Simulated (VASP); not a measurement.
Here is a VASP 6.6.1 calculation.

The input INCAR:

```
  PREC = Accurate
  ENCUT = 600
  EDIFF = 1E-6
  ISMEAR = 0
  SIGMA = 0.02
  LREAL = False
  LASPH = True
  NELM = 100
  ALGO = Normal
  ISIF = 3
  LWAVE = False
  LCHARG = False
  GGA = PE
  IBRION = 2
  NSW = 100
  EDIFFG = -0.01
```

Contents of KPOINTS:

```
regular mesh
0
Gamma
  12 12 4
```

POSCAR

```
BN
1.0
    2.5121913017      0.0000000000      0.0000000000
   -1.2560956508      2.1756214864      0.0000000000
    0.0000000000      0.0000000000      8.3340611808
B N
2 2
Direct
    0.6666666667      0.3333333333      0.2500000000
    0.3333333333      0.6666666667      0.7500000000
    0.3333333333      0.6666666667      0.2500000000
    0.6666666667      0.3333333333      0.7500000000
```

Potentials or basis: VASP PAW PBE potentials, release 64 (B, N).

Command:

```sh
$ cat potpaw_PBE.64/B/POTCAR potpaw_PBE.64/N/POTCAR > POTCAR
$ mpirun -np 1 vasp_std > vasp.out
```

Q: Estimate the relaxed volume.

A: 10.72 Å³/atom.

Q: Predict the space group after relaxing (to 0.05 Å).

A: P6_3/mmc (No. 194).

Final structure:
```
CELL_PARAMETERS angstrom
2.51165 0.00000 0.00000
-1.25583 2.17515 0.00000
0.00000 0.00000 7.84603
ATOMIC_POSITIONS crystal
B 0.66667 0.33333 0.25000
B 0.33333 0.66667 0.75000
N 0.33333 0.66667 0.25000
N 0.66667 0.33333 0.75000
```

Caveat: this functional lacks dispersion, which binds the layers, so the pressure and a relaxed spacing across them are unreliable.
